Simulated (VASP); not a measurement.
# Mg (P6_3/mmc) in VASP: notebook, part 2 of 2

VASP 6.6.1.

## (5) Relaxation of cell and atoms, PBEsol, target pressure 30 GPa, at which the enthalpy is minimised

This run uses another cell than the first one, of 15.36 Å³/atom.

File INCAR:

```
PREC = Accurate
ENCUT = 600
EDIFF = 1E-7
ISMEAR = 0
SIGMA = 0.1
LREAL = False
LASPH = True
NELM = 100
ALGO = Fast
ISIF = 3
LWAVE = False
LCHARG = False
GGA = PS
IBRION = 2
NSW = 70
EDIFFG = -0.004
PSTRESS = 300.0
```

File KPOINTS:

```
Automatic mesh
0
Gamma
  27 27 14
```

File POSCAR:

```
Mg
1.0
    2.7950831509      0.0000000000      0.0000000000
   -1.3975415754      2.4206130144      0.0000000000
    0.0000000000      0.0000000000      4.5411701751
Mg
2
Direct
    0.3333333333      0.6666666667      0.2500000000
    0.6666666667      0.3333333333      0.7500000000
```

Potentials or basis: VASP PAW PBE potentials, release 64 (Mg).

The run is started by

```sh
$ cat potpaw_PBE.64/Mg/POTCAR > POTCAR
$ mpirun -np 1 vasp_std > vasp.out
```

OUTCAR:

```text
PREC = Accurate
   ENCUT = 600
   EDIFF = 1E-7
   ISMEAR = 0
   LREAL = False
   LASPH = True
   NELM = 100
   ISIF = 3
   GGA = PS
   IBRION = 2
   NSW = 70
   EDIFFG = -0.004
   PSTRESS = 300.0

 ion  position               nearest neighbor table
   1  0.333  0.667  0.250-   2 2.79   2 2.79   2 2.79   2 2.79   2 2.79   2 2.79
   2  0.667  0.333  0.750-   1 2.79   1 2.79   1 2.79   1 2.79   1 2.79   1 2.79

  LATTYP: Found a hexagonal cell.
 ALAT       =     2.7950831509
 C/A-ratio  =     1.6246994919

  Lattice vectors:

 A1 = (   2.7950831509,   0.0000000000,   0.0000000000)
 A2 = (  -1.3975415754,   2.4206130144,   0.0000000000)
 A3 = (   0.0000000000,   0.0000000000,   4.5411701751)

Analysis of symmetry for initial positions (statically):
=====================================================================
 Subroutine PRICEL returns:
[... 261 lines left out ...]

 E-fermi :   5.0489     XC(G=0):  -9.8854

 val. band max:        5.0454657884   @ k =   0.4074   0.0741   0.3571
 cond. band min:       5.0502682760   @ k =   0.4074   0.1111   0.4286
 fundamental gap:      0.0048024876
 Fermi energy:         5.0489204010

 k-point     1 :       0.0000    0.0000    0.0000
  band No.  band energies     occupation
      1      -3.7852      2.00000
      2       2.6815      2.00000
      3       3.7944      2.00000
      4      18.4453      0.00000
      5      18.4453      0.00000
      6      19.3603      0.00000
[... 199 lines left out ...]
 k-point    24 :       0.3704    0.0370    0.0000
  band No.  band energies     occupation
      1       0.0237      2.00000
      2       5.0131      1.38750
      3       6.0631      0.00000
      4       7.9008      0.00000
      5      11.1065      0.00000
      6      11.6497      0.00000

 [... further k-points ...]

------------------------ aborting loop because EDIFF is reached ----------------------------------------

  FORCE on cell =-STRESS in cart. coord.  units (eV):
  Direction    XX          YY          ZZ          XY          YZ          ZX
  --------------------------------------------------------------------------------------
  -------------------------------------------------------------------------------------
  Total        5.7754656      5.7754656      5.7767166      0.0000000      0.0000000      0.0000000
  in kB      300.0247137    300.0247137    300.0897038      0.0000000      0.0000000      0.0000000
  external PRESSURE =       0.0463771 kB  Pullay stress =     300.0000000 kB
[... 21 lines left out ...]
  energy  without entropy=       -2.4760328814  energy(sigma->0) =       -2.47752808

  enthalpy is  TOTEN    =         3.2959665327 eV   P V=        5.7749898200

 reached required accuracy - stopping structural energy minimisation
```

OSZICAR:

```text
N       E                     dE             d eps       ncg     rms          rms(c)
DAV:   1     0.153427248489E+01    0.15343E+01   -0.15544E+03  7200   0.556E+02
DAV:   2    -0.246952528639E+01   -0.40038E+01   -0.38540E+01  9726   0.378E+01
[... 14 lines left out ...]
RMM:   4    -0.249950897855E+01   -0.23076E-09   -0.69524E-08  4965   0.221E-03
   2 F= 0.32961342E+01 E0= 0.32976314E+01  d E =-.257103E-04
       N       E                     dE             d eps       ncg     rms          rms(c)
DAV:   1    -0.247902367711E+01    0.20485E-01   -0.38432E-04  8226   0.153E-01    0.627E-03
RMM:   2    -0.247902292767E+01    0.74944E-06   -0.12083E-06  7143   0.108E-02    0.388E-03
RMM:   3    -0.247902328846E+01   -0.36079E-06   -0.21115E-07  6879   0.452E-03    0.284E-04
RMM:   4    -0.247902328730E+01    0.11549E-08   -0.16764E-08  4453   0.109E-03
   3 F= 0.32959665E+01 E0= 0.32974617E+01  d E =-.193421E-03
```

It took 2 min on 1 thread of AMD EPYC 7R13 (Zen 3), shared host; peak memory 0.26 GiB.

Results:

```yaml
Free_energy: -2.4790 eV
Relaxed_volume: 15.42 Å³/atom
Relaxed_cell: a = 2.799 Å, b = 2.799 Å, c = 4.547 Å, α = 90.00°, β = 90.00°, γ = 120.00°
Space_group_after_relaxing_to_0.1_Å: P6_3/mmc (No. 194)
Energy_change_on_relaxing_the_run_minimises_the_enthalpy: -11.1 meV/atom
Ionic_steps: 3
Pressure_after_relaxing: 30.0 GPa
Band_gap_on_the_k_mesh: zero (bands 2 and 3 overlap by 2.32 eV)
```

The path:
```
step  energy change (eV)  largest force (eV/Å)  pressure (GPa)  volume (Å³)
   1              0.0000                0.0000           30.53        30.72
   2             -0.0426                0.0000           29.52        30.95
   3             -0.0221                0.0000           30.00        30.84
```

Final structure:
```xyz
2
Lattice="2.7986 0.0000 0.0000 -1.3993 2.4237 0.0000 0.0000 0.0000 4.5470" Properties=species:S:1:pos:R:3 pbc="T T T"
Mg    0.0000    1.6158    1.1368
Mg    1.3993    0.8079    3.4103
```

Caveat: the cell is relaxed towards a set pressure, so the run minimises the enthalpy, not the energy; the PAW data sets were made with another functional, which shifts forces and pressure a little.

## (6) Summary

```csv
cell,gap on the mesh (eV),pressure (GPa)
"relaxed to 50 GPa from a = 2.683, b = 2.683, c = 4.361 Å, angles 90.0, 90.0, 120.0°, 2 atoms",none,50.0
"relaxed to 30 GPa from a = 2.683, b = 2.683, c = 4.361 Å, angles 90.0, 90.0, 120.0°, 2 atoms",none,30.0
"relaxed to 75 GPa from a = 2.683, b = 2.683, c = 4.361 Å, angles 90.0, 90.0, 120.0°, 2 atoms",none,75.0
"relaxed to 30 GPa from a = 2.795, b = 2.795, c = 4.541 Å, angles 90.0, 90.0, 120.0°, 2 atoms",none,30.0
```

Alike in all rows: task relaxation of cell and atoms; level PBEsol; potentials or basis VASP PAW PBE potentials, release 64 (Mg); no spin polarisation; k mesh 27 × 27 × 14; cutoff (eV) 600; smearing gaussian 0.1 eV.

Caveats: the cell is relaxed towards a set pressure, so the run minimises the enthalpy, not the energy; the PAW data sets were made with another functional, which shifts forces and pressure a little.

Total energies depend on the potentials used, so only differences within one code and one set of settings carry meaning.

The gap in the log of VASP goes by the Fermi energy; the results here count the filled bands.